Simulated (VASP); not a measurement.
Crystal: Rb4O.

```xyz
5
Lattice="-3.5674 3.5674 3.5674 3.5674 -3.5674 3.5674 3.5674 3.5674 -3.5674" Properties=species:S:1:pos:R:3 pbc="T T T"
Rb    1.7837    1.7837   -1.7837
Rb   -1.7837    1.7837    1.7837
Rb    1.7837   -1.7837    1.7837
Rb    1.7837    1.7837    1.7837
O     0.0000    0.0000    0.0000
```

The cell was generated, and may not be a known phase.

* Program: VASP 6.6.1
* Task: relaxation of cell and atoms
* Functional: PBE
* Potentials or basis: VASP PAW PBE potentials, release 64 (Rb_sv, O)
* Cutoff: 600 eV
* k mesh: 8 × 8 × 8
* Occupations: gaussian, width 0.1 eV
* Spin: no spin polarisation

At the start: pressure 2.2 GPa; volume 36.32 Å³/atom.

**Question.** How do energy, volume and symmetry change on relaxing?

**Answer.** Over 4 steps the energy falls by 46.4 meV/atom and the volume is 44.00 Å³/atom (+21.1 %); space group Im-3m (No. 229, to 0.1 Å) before and after.

Step by step:
```csv
step,energy change (eV),largest force (eV/Å),pressure (GPa),volume (Å³)
1,0.0000,0.0000,2.19,181.60
2,-0.1423,0.0000,1.26,194.94
3,-0.2314,0.0000,0.09,218.02
4,-0.2319,0.0000,0.00,219.99
```

Final structure:
```
Rb O
1.0
    -3.80288    3.80288    3.80288
     3.80288   -3.80288    3.80288
     3.80288    3.80288   -3.80288
Rb O
4 1
Direct
  0.00000 0.00000 0.50000
  0.50000 0.00000 0.00000
  0.00000 0.50000 0.00000
  0.50000 0.50000 0.50000
  0.00000 0.00000 0.00000
```

Caveat: the volume moved by over 15 % at a fixed basis, so the end points are rough.
